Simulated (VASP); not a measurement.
## GaN: single point with PBE

Crystal: GaN.

```xyz
2
Lattice="0.0000 2.2766 2.2766 2.2766 0.0000 2.2766 2.2766 2.2766 0.0000" Properties=species:S:1:pos:R:3 pbc="T T T"
Ga    0.0000    0.0000    0.0000
N     1.1383    1.1383    1.1383
```

This cell differs from its parent crystal: volume scaled by 1.000 of the coarse rest volume.

| Quantity | Value |
| --- | --- |
| Program | VASP 6.6.1 |
| Task | single point |
| Functional | PBE |
| Potentials or basis | VASP PAW PBE potentials, release 64 (Ga_d, N) |
| Cutoff | 600 eV |
| k mesh | 8 × 8 × 8 |
| Occupations | gaussian, width 0.02 eV |
| Spin | no spin polarisation |

```yaml
Pressure: -0.6 GPa
Band_gap_on_the_k_mesh: 1.53 eV, direct
```

Levels at points of the mesh, in eV from the valence-band top:
```
           k point  band 7  band 8  band 9  band 10  band 11  band 12
(0.00, 0.00, 0.00)    0.00    0.00    0.00     1.53    10.11    10.11
(0.50, 0.00, 0.00)   -6.84   -0.93   -0.93     4.43     8.57    10.21
(0.50, 0.50, 0.00)   -6.00   -2.60   -2.60     3.34     6.48    11.50
```

Run time: 14 s on 1 thread of Intel Xeon 6975P-C (shared host), peak memory 0.16 GiB.
